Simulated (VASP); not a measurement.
# W (Fd-3m) in VASP: further runs, part 2 of 2

VASP 6.6.1.

### Step 4. Relaxation of cell and atoms, PBE, target pressure 10 GPa, at which the enthalpy is minimised

INCAR

```
SYSTEM = W
  PREC = Accurate
  ENCUT = 600
  EDIFF = 1E-6
  ISMEAR = 0
  SIGMA = 0.05
  LREAL = .False.
  LASPH = .True.
  NELM = 100
  ALGO = Normal
  ISIF = 3
  LWAVE = .False.
  LCHARG = .False.
  GGA = PE
  IBRION = 2
  NSW = 80
  EDIFFG = -0.01
  PSTRESS = 100.0
```

KPOINTS

```
Automatic mesh
0
Gamma
  8 8 8
  0 0 0
```

POSCAR

```
W
1.0
    0.0000000000      2.7400000000      2.7400000000
    2.7400000000      0.0000000000      2.7400000000
    2.7400000000      2.7400000000      0.0000000000
W
2
Direct
    0.0000000000      0.0000000000      0.0000000000
    0.2500000000      0.2500000000      0.2500000000
```

Potentials or basis: VASP PAW PBE potentials, release 64 (W_sv).

Started as:

```bash
> cat potpaw_PBE.64/W_sv/POTCAR > POTCAR
> mpirun -np 1 vasp_std > vasp.out
```

OUTCAR:

```text
SYSTEM = W
   PREC = Accurate
   ENCUT = 600
   EDIFF = 1E-6
   ISMEAR = 0
   LREAL = .False.
   LASPH = .True.
   NELM = 100
   ISIF = 3
   GGA = PE
   IBRION = 2
   NSW = 80
   EDIFFG = -0.01
   PSTRESS = 100.0

 ion  position               nearest neighbor table
   1  0.000  0.000  0.000-   2 2.37   2 2.37   2 2.37   2 2.37
   2  0.250  0.250  0.250-   1 2.37   1 2.37   1 2.37   1 2.37

  LATTYP: Found a face centered cubic cell.
 ALAT       =     5.4800000000

  Lattice vectors:

 A1 = (   0.0000000000,   2.7400000000,   2.7400000000)
 A2 = (   2.7400000000,   0.0000000000,   2.7400000000)
 A3 = (   2.7400000000,   2.7400000000,   0.0000000000)

Analysis of symmetry for initial positions (statically):
=====================================================================
 Subroutine PRICEL returns:
 Original cell was already a primitive cell.

 Routine SETGRP: Setting up the symmetry group for a
 face centered cubic supercell.

 Subroutine GETGRP returns: Found 48 space group operations
 (whereof 24 operations were pure point group operations)
 out of a pool of 48 trial point group operations.

The static configuration has the point symmetry T_d .
 The point group associated with its full space group is O_h .

Analysis of symmetry for dynamics (positions and initial velocities):
=====================================================================
 Subroutine PRICEL returns:
 Original cell was already a primitive cell.

 Routine SETGRP: Setting up the symmetry group for a
 face centered cubic supercell.

 Subroutine GETGRP returns: Found 48 space group operations
 (whereof 24 operations were pure point group operations)
 out of a pool of 48 trial point group operations.

The dynamic configuration has the point symmetry T_d .
 The point group associated with its full space group is O_h .

 Subroutine INISYM returns: Found 48 space group operations
 (whereof 24 operations are pure point group operations),
 and found     1 'primitive' translations

----------------------------------------------------------------------------------------

                                     Primitive cell

  volume of cell :      41.1416

  direct lattice vectors                    reciprocal lattice vectors
     0.000000000  2.740000000  2.740000000    -0.182481752  0.182481752  0.182481752
     2.740000000  0.000000000  2.740000000     0.182481752 -0.182481752  0.182481752
     2.740000000  2.740000000  0.000000000     0.182481752  0.182481752 -0.182481752

  length of vectors
     3.874945161  3.874945161  3.874945161     0.316067666  0.316067666  0.316067666

  position of ions in fractional coordinates (direct lattice)
     0.000000000  0.000000000  0.000000000
     0.250000000  0.250000000  0.250000000

  ion indices of the primitive-cell ions
   primitive index   ion index
                 1           1
                 2           2

----------------------------------------------------------------------------------------

 KPOINTS: Automatic mesh

Automatic generation of k-mesh.
 Grid dimensions read from file:
 generate k-points for:    8    8    8

 Generating k-lattice:

[... 45 lines left out ...]
   total plane-waves  NPLWV =  32768
   dimension x,y,z NGX =    32 NGY =   32 NGZ =   32
   dimension x,y,z NGXF=    64 NGYF=   64 NGZF=   64
   ions per type =               2
   NGX,Y,Z   is equivalent  to a cutoff of  13.73, 13.73, 13.73 a.u.
   NGXF,Y,Z  is equivalent  to a cutoff of  27.46, 27.46, 27.46 a.u.
 SYSTEM =  W
   PREC   = accura    normal or accurate (medium, high low for compatibility)
   ISTART =      0    job   : 0-new  1-cont  2-samecut
   ICHARG =      2    charge: 1-file 2-atom 10-const
   ISPIN  =      1    spin polarized calculation?
   LNONCOLLINEAR =      F non collinear calculations
   LSORBIT =      F    spin-orbit coupling
   LASPH  =      T    aspherical Exc in radial PAW
   ENCUT  =  600.0 eV  44.10 Ry    6.64 a.u.   7.74  7.74  7.74*2*pi/ulx,y,z
   NELM   =    100;   NELMIN=  2; NELMDL= -5     # of ELM steps
   EDIFF  = 0.1E-05   stopping-criterion for ELM
   LREAL  =      F    real-space projection
   EDIFFG = -.1E-01   stopping-criterion for IOM
   NSW    =     80    number of steps for IOM
   IBRION =      2    ionic relax: 0-MD 1-quasi-New 2-CG
   NFREE  =      1    steps in history (QN), initial steepest desc. (CG)
   ISIF   =      3    stress and relaxation
   ISYM   =      2    0-nonsym 1-usesym 2-fastsym
   POTIM  = 0.5000    time-step for ionic-motion
   TEBEG  =    0.0;   TEEND  =   0.0 temperature during run
   PSTRESS=  100.0 pullay stress
   NELECT =      28.0000    total number of electrons
   NUPDOWN=      -1.0000    fix difference up-down
   EMIN   =  10.00;   EMAX   =-10.00  energy-range for DOS
   EFERMI =   0.00;   METHOD = LEGACY
   ISMEAR =     0;   SIGMA  =   0.05  broadening in eV -4-tet -1-fermi 0-gaus
   EFERMI_NEDOS =   21; number of points for ismear=-14 and -15
   IALGO  =     38    algorithm
   IMIX   =      4    mixing-type and parameters
     AMIX     =   0.40;   BMIX     =  1.00
     AMIX_MAG =   1.60;   BMIX_MAG =  1.00
  volume/ion in A,a.u.               =      20.57       138.82
  Fermi-wavevector in a.u.,A,eV,Ry     =   1.440015  2.721233 28.213620  2.073643
  Thomas-Fermi vector in A             =   2.558806
   LORBIT       =      0    0 simple, 1 ext, 2 COOP (PROOUT), +10 PAW based schemes
   GGA     = PE    functional components
   LHFCALC =     F    Hartree Fock is set to
   AEXX    =    0.0000 exact exchange contribution
   IVDW    =     0    specifies the selected vdW correction
   LEPSILON=     F    determine dielectric tensor
   LRPA    =     F    only Hartree local field effects (RPA)
 conjugate gradient relaxation of ions
 non-spin polarized calculation
 Gauss-broadening in eV      SIGMA  =   0.05
  energy-cutoff  :      600.00
  volume of cell :       41.14
 maximum number of plane-waves:      1387
   NGX = 15   NGY = 15   NGZ = 15

--------------------------------------- Ionic step        1  -------------------------------------------

 number of electron      27.9999997 magnetization

 Free energy of the ion-electron system (eV)
  ---------------------------------------------------
  ext. energy  EPLUGINS =         0.00000000
  ---------------------------------------------------
  free energy    TOTEN  =       -19.82312972 eV

  energy without entropy =      -19.81910769  energy(sigma->0) =      -19.82111871

------------------------ aborting loop because EDIFF is reached ----------------------------------------

  FORCE on cell =-STRESS in cart. coord.  units (eV):
  Direction    XX          YY          ZZ          XY          YZ          ZX
  --------------------------------------------------------------------------------------
  -------------------------------------------------------------------------------------
  Total        8.5602571      8.5602571      8.5602571      0.0000000      0.0000000      0.0000000
  in kB      333.3617052    333.3617052    333.3617052      0.0000000      0.0000000      0.0000000
  external PRESSURE =     233.3617052 kB  Pullay stress =     100.0000000 kB
[... 25 lines left out ...]
--------------------------------------- Ionic step        2  -------------------------------------------

 number of electron      27.9999998 magnetization

 E-fermi :   3.3777     XC(G=0):  -9.7380

 val. band max:        3.3706554342   @ k =   0.5000   0.1250   0.0000
 cond. band min:       3.3797336970   @ k =  -0.3750   0.1250   0.0000
 fundamental gap:      0.0090782628
 Fermi energy:         3.3777366461

 k-point     1 :       0.0000    0.0000    0.0000
  band No.  band energies     occupation
      1     -70.0820      2.00000
      2     -69.9537      2.00000
      3     -34.4257      2.00000
      4     -34.4257      2.00000
      5     -34.4257      2.00000
      6     -33.9448      2.00000
[... 566 lines left out ...]
  energy  without entropy=      -20.5145964916  energy(sigma->0) =      -20.51681288

  enthalpy is  TOTEN    =       -17.5923451515 eV   P V=        2.9266841160

[... ionic steps 4 to 16 ...]

--------------------------------------- Ionic step       17  -------------------------------------------

 number of electron      28.0000000 magnetization

------------------------ aborting loop because EDIFF is reached ----------------------------------------
[... 71 lines left out ...]
--------------------------------------- Ionic step       19  -------------------------------------------

 number of electron      28.0000000 magnetization

 Free energy of the ion-electron system (eV)
  ---------------------------------------------------
  ext. energy  EPLUGINS =         0.00000000
  ---------------------------------------------------
  free energy    TOTEN  =       -20.48401434 eV

  energy without entropy =      -20.48006134  energy(sigma->0) =      -20.48203784

 E-fermi :   5.9658     XC(G=0): -11.1051

 val. band max:        5.9590698680   @ k =   0.3750   0.2500   0.1250
 cond. band min:       5.9833954339   @ k =   0.5000   0.3750   0.1250
 fundamental gap:      0.0243255659
 Fermi energy:         5.9658456251

 k-point     1 :       0.0000    0.0000    0.0000
  band No.  band energies     occupation
      1     -67.1814      2.00000
      2     -66.7735      2.00000
      3     -31.8571      2.00000
      4     -31.8571      2.00000
      5     -31.8571      2.00000
      6     -30.7661      2.00000
[... 528 lines left out ...]
  energy  without entropy=      -20.4800613414  energy(sigma->0) =      -20.48203784

  enthalpy is  TOTEN    =       -17.5965565212 eV   P V=        2.8874578214

 reached required accuracy - stopping structural energy minimisation
```

Wall time 81 s (1 thread of Intel Xeon 6975P-C (Granite Rapids), shared host); peak memory 0.2 GiB.

What came out:

- Free energy: -20.4840 eV
- Relaxed volume: 23.13 Å³/atom
- Relaxed cell: a = 4.029 Å, b = 4.029 Å, c = 4.029 Å, α = 60.00°, β = 60.00°, γ = 60.00°
- Space group after relaxing (to 0.05 Å): Fd-3m (No. 227)
- Energy change on relaxing (the enthalpy is what falls): -330.4 meV/atom
- Ionic steps: 19
- Pressure after relaxing: 10.0 GPa
- Band gap on the k mesh: zero (band 14 reaches 6.34 eV, above the bottom of band 15 at 5.50 eV)

The path:
| step | energy change (eV) | largest force (eV/Å) | pressure (GPa) | volume (Å³) |
| --- | --- | --- | --- | --- |
| 1 | 0.0000 | 0.0000 | 33.34 | 41.14 |
| 2 | -0.0053 | 0.0000 | -17.09 | 61.69 |
| 3 | -0.6959 | 0.0000 | 7.89 | 46.89 |
| 4 | -0.6652 | 0.0000 | 9.74 | 46.33 |
| 5 | -0.6585 | 0.0000 | 10.13 | 46.22 |
| 6 | -0.6586 | 0.0000 | 10.14 | 46.23 |
| 7 | -0.6587 | 0.0000 | 10.15 | 46.23 |
| 8 | -0.6587 | 0.0000 | 10.12 | 46.23 |
| 9 | -0.6587 | 0.0000 | 10.12 | 46.23 |
| 10 | -0.6587 | 0.0000 | 10.12 | 46.23 |
| 11 | -0.6587 | 0.0000 | 10.12 | 46.23 |
| 12 | -0.6587 | 0.0000 | 10.12 | 46.23 |
| 13 | -0.6587 | 0.0000 | 10.12 | 46.23 |
| 14 | -0.6588 | 0.0000 | 10.12 | 46.23 |
| 15 | -0.6588 | 0.0000 | 10.13 | 46.23 |
| 16 | -0.6590 | 0.0000 | 10.14 | 46.23 |
| 17 | -0.6592 | 0.0000 | 10.10 | 46.24 |
| 18 | -0.6598 | 0.0000 | 10.07 | 46.24 |
| 19 | -0.6609 | 0.0000 | 10.03 | 46.26 |

Final structure:
```
W
1.0
     0.00000    2.84926    2.84926
     2.84926    0.00000    2.84926
     2.84926    2.84926    0.00000
W
2
Direct
  0.00000 0.00000 0.00000
  0.25000 0.25000 0.25000
```

Caveat: the cell is relaxed towards a set pressure, so the enthalpy falls and the energy may rise; spin-orbit coupling is left out, which moves the levels of the heavy elements.

### Step 5. Relaxation of cell and atoms, PBE, target pressure 20 GPa, at which the enthalpy is minimised

INCAR

```
ALGO = Normal ; EDIFF = 1E-7
EDIFFG = -0.01 ; ENCUT = 600
GGA = PE ; IBRION = 2
ISIF = 3 ; ISMEAR = 0
LASPH = True ; LCHARG = False
LREAL = False ; LWAVE = False
NELM = 100 ; NSW = 80
PREC = Accurate ; PSTRESS = 200.0
SIGMA = 0.05
```

KPOINTS

```
k-points
0
Gamma
  8 8 8
```

POSCAR is that of step 4.

Potentials or basis: VASP PAW PBE potentials, release 64 (W_sv).

Started as:

```bash
> cat potpaw_PBE.64/W_sv/POTCAR > POTCAR
> mpirun -np 1 vasp_std > vasp.out
```

OUTCAR:

```text
EDIFF = 1E-7
   EDIFFG = -0.01
   ENCUT = 600
   GGA = PE
   IBRION = 2
   ISIF = 3
   ISMEAR = 0
   LASPH = True
   LREAL = False
   NELM = 100
   NSW = 80
   PREC = Accurate
   PSTRESS = 200.0

 ion  position               nearest neighbor table
   1  0.000  0.000  0.000-   2 2.37   2 2.37   2 2.37   2 2.37
   2  0.250  0.250  0.250-   1 2.37   1 2.37   1 2.37   1 2.37

  LATTYP: Found a face centered cubic cell.
 ALAT       =     5.4800000000

  Lattice vectors:

 A1 = (   0.0000000000,   2.7400000000,   2.7400000000)
 A2 = (   2.7400000000,   0.0000000000,   2.7400000000)
 A3 = (   2.7400000000,   2.7400000000,   0.0000000000)

Analysis of symmetry for initial positions (statically):
=====================================================================
 Subroutine PRICEL returns:
 Original cell was already a primitive cell.

 Routine SETGRP: Setting up the symmetry group for a
 face centered cubic supercell.

 Subroutine GETGRP returns: Found 48 space group operations
 (whereof 24 operations were pure point group operations)
 out of a pool of 48 trial point group operations.

The static configuration has the point symmetry T_d .
 The point group associated with its full space group is O_h .

Analysis of symmetry for dynamics (positions and initial velocities):
=====================================================================
 Subroutine PRICEL returns:
 Original cell was already a primitive cell.

 Routine SETGRP: Setting up the symmetry group for a
 face centered cubic supercell.

 Subroutine GETGRP returns: Found 48 space group operations
 (whereof 24 operations were pure point group operations)
 out of a pool of 48 trial point group operations.

The dynamic configuration has the point symmetry T_d .
 The point group associated with its full space group is O_h .

 Subroutine INISYM returns: Found 48 space group operations
 (whereof 24 operations are pure point group operations),
[... 115 lines left out ...]
     AMIX     =   0.40;   BMIX     =  1.00
     AMIX_MAG =   1.60;   BMIX_MAG =  1.00
  volume/ion in A,a.u.               =      20.57       138.82
  Fermi-wavevector in a.u.,A,eV,Ry     =   1.440015  2.721233 28.213620  2.073643
  Thomas-Fermi vector in A             =   2.558806
   LORBIT       =      0    0 simple, 1 ext, 2 COOP (PROOUT), +10 PAW based schemes
   GGA     = PE    functional components
   LHFCALC =     F    Hartree Fock is set to
   AEXX    =    0.0000 exact exchange contribution
   IVDW    =     0    specifies the selected vdW correction
   LEPSILON=     F    determine dielectric tensor
   LRPA    =     F    only Hartree local field effects (RPA)
 conjugate gradient relaxation of ions
 non-spin polarized calculation
 Gauss-broadening in eV      SIGMA  =   0.05
  energy-cutoff  :      600.00
  volume of cell :       41.14
 maximum number of plane-waves:      1387
   NGX = 15   NGY = 15   NGZ = 15

--------------------------------------- Ionic step        1  -------------------------------------------

 number of electron      27.9999997 magnetization

 Free energy of the ion-electron system (eV)
  ---------------------------------------------------
  ext. energy  EPLUGINS =         0.00000000
  ---------------------------------------------------
  free energy    TOTEN  =       -19.82312910 eV

  energy without entropy =      -19.81910665  energy(sigma->0) =      -19.82111788

------------------------ aborting loop because EDIFF is reached ----------------------------------------

  FORCE on cell =-STRESS in cart. coord.  units (eV):
  Direction    XX          YY          ZZ          XY          YZ          ZX
  --------------------------------------------------------------------------------------
  -------------------------------------------------------------------------------------
  Total        8.5684079      8.5684079      8.5684079      0.0000000      0.0000000      0.0000000
  in kB      333.6791213    333.6791213    333.6791213      0.0000000      0.0000000      0.0000000
  external PRESSURE =     133.6791213 kB  Pullay stress =     200.0000000 kB
[... 101 lines left out ...]
--------------------------------------- Ionic step        4  -------------------------------------------

 number of electron      28.0000003 magnetization

 Free energy of the ion-electron system (eV)
  ---------------------------------------------------
  ext. energy  EPLUGINS =         0.00000000
  ---------------------------------------------------
  free energy    TOTEN  =       -20.25259657 eV

  energy without entropy =      -20.24827104  energy(sigma->0) =      -20.25043380

 E-fermi :   6.5908     XC(G=0): -11.3875

 val. band max:        6.5818624317   @ k =   0.3750   0.2500   0.1250
 cond. band min:       6.5969891064   @ k =   0.3750   0.3750   0.0000
 fundamental gap:      0.0151266747
 Fermi energy:         6.5908089964

 k-point     1 :       0.0000    0.0000    0.0000
  band No.  band energies     occupation
      1     -66.5893      2.00000
      2     -66.0862      2.00000
      3     -31.3460      2.00000
      4     -31.3460      2.00000
      5     -31.3460      2.00000
      6     -30.0834      2.00000
[... 481 lines left out ...]
      5     -31.0799      2.00000
      6     -30.3577      2.00000
[... 10 lines left out ...]
     17       9.0107      0.00000
     18      11.0671      0.00000

 [... further k-points ...]
[... 5 lines left out ...]
  --------------------------------------------------------------------------------------
  -------------------------------------------------------------------------------------
  Total        5.4484951      5.4484951      5.4484951     -0.0000000     -0.0000000      0.0000000
  in kB      199.5182311    199.5182311    199.5182311     -0.0000000     -0.0000000      0.0000000
  external PRESSURE =      -0.4817689 kB  Pullay stress =     200.0000000 kB
[... 21 lines left out ...]
  energy  without entropy=      -20.2482710354  energy(sigma->0) =      -20.25043380

  enthalpy is  TOTEN    =       -14.7909451945 eV   P V=        5.4616513774

 reached required accuracy - stopping structural energy minimisation
```

Wall time 43 s (1 thread of Intel Xeon 6975P-C (Granite Rapids), shared host); peak memory 0.19 GiB.

Results:

```
Free energy                                            : -20.2526 eV
Relaxed volume                                         : 21.88 Å³/atom
Relaxed cell                                           : a = 3.955 Å, b = 3.955 Å, c = 3.955 Å, α = 60.00°, β = 60.00°, γ = 60.00°
Space group after relaxing (to 0.05 Å)                 : Fd-3m (No. 227)
Energy change on relaxing (the enthalpy is what falls) : -214.7 meV/atom
Ionic steps                                            : 4
Pressure after relaxing                                : 20.0 GPa
Band gap on the k mesh                                 : zero (band 14 reaches 6.96 eV, above the bottom of band 15 at 6.10 eV)
```

Step by step:
```
step  energy change (eV)  largest force (eV/Å)  pressure (GPa)  volume (Å³)
   1              0.0000                0.0000           33.37        41.14
   2             -0.7187                0.0000           -5.36        52.23
   3             -0.4514                0.0000           19.16        43.93
   4             -0.4295                0.0000           19.95        43.75
```

Final structure:
```
W
1.0
     0.00000    2.79678    2.79678
     2.79678    0.00000    2.79678
     2.79678    2.79678    0.00000
W
2
Cartesian
  0.0000 0.0000 0.0000
  1.3984 1.3984 1.3984
```

Levels at points of the mesh, in eV from the Fermi level:
```tsv
k point	band 11	band 12	band 13	band 14	band 15	band 16	band 17	band 18
(0.00, 0.00, 0.00)	-2.42	-1.32	-1.32	-1.32	1.61	1.61	1.61	5.98
(0.50, 0.00, 0.00)	-2.17	-2.17	-1.58	-1.58	-0.34	2.98	2.98	4.78
(0.50, 0.50, 0.00)	-1.50	-1.50	-1.19	-1.19	0.95	0.95	5.02	5.02
```

Caveat: the cell is relaxed towards a set pressure, so the enthalpy falls and the energy may rise; spin-orbit coupling is left out, which moves the levels of the heavy elements.

### Step 6. The runs side by side

```tsv
cell	gap on the mesh (eV)	pressure (GPa)
relaxed	none	0.0
relaxed to 5 GPa	none	5.0
relaxed to 10 GPa	none	10.0
relaxed to 20 GPa	none	20.0
```

Alike in all rows: task relaxation of cell and atoms; level PBE; potentials or basis VASP PAW PBE potentials, release 64 (W_sv); no spin polarisation; k mesh 8 × 8 × 8; cutoff (eV) 600; smearing gaussian 0.05 eV.

Caveats: spin-orbit coupling is left out, which moves the levels of the heavy elements; the cell is relaxed towards a set pressure, so the enthalpy falls and the energy may rise (some runs); the volume moved by over 15 % at a fixed basis, so the end points are rough (some runs).

Total energies depend on the potentials used, so only differences within one code and one set of settings carry meaning.
